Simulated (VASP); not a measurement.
AlN:

```
Al N
1.0
     3.50288    0.00000    0.00000
    -1.75144    3.03359    0.00000
     0.00000    0.00000    5.75076
Al N
2 2
Direct
  0.66667 0.33333 0.50022
  0.33333 0.66667 0.00022
  0.66667 0.33333 0.87478
  0.33333 0.66667 0.37478
```

* Program: VASP 6.6.1
* Task: relaxation of cell and atoms
* Functional: PBEsol
* Potentials or basis: VASP PAW PBE potentials, release 64 (Al, N)
* Cutoff: 600 eV
* k mesh: 6 × 6 × 4
* Occupations: gaussian, width 0.1 eV
* Spin: no spin polarisation

At the start: pressure -35.6 GPa; volume 15.28 Å³/atom.

Problem. How do energy, volume and symmetry change on relaxing?

Solution. Over 8 steps the energy falls by 743.4 meV/atom and the volume is 10.46 Å³/atom (-31.5 %); space group P6_3mc (No. 186, to 0.1 Å) before and after.

The path:
```csv
step,energy change (eV),largest force (eV/Å),pressure (GPa),volume (Å³)
1,0.0000,0.1633,-35.65,61.11
2,-2.2212,0.2091,44.17,35.70
3,-2.9641,0.1602,-0.55,41.99
4,-2.9638,0.1618,1.08,41.65
5,-2.9712,0.0820,1.03,41.64
6,-2.9730,0.0212,0.97,41.63
7,-2.9728,0.0297,-1.07,42.06
8,-2.9737,0.0036,0.00,41.83
```

Final structure:
```
Al N
1.0
     3.11399    0.00000    0.00000
    -1.55699    2.69679    0.00000
     0.00000    0.00000    4.98140
Al N
2 2
Cartesian
  1.5570 0.8989 2.4729
  0.0000 1.7979 4.9636
  1.5570 0.8989 4.3766
  0.0000 1.7979 1.8859
```

Caveat: the volume moved by over 15 % at a fixed basis, so the end points are rough; the PAW data sets were made with another functional, which shifts forces and pressure a little.
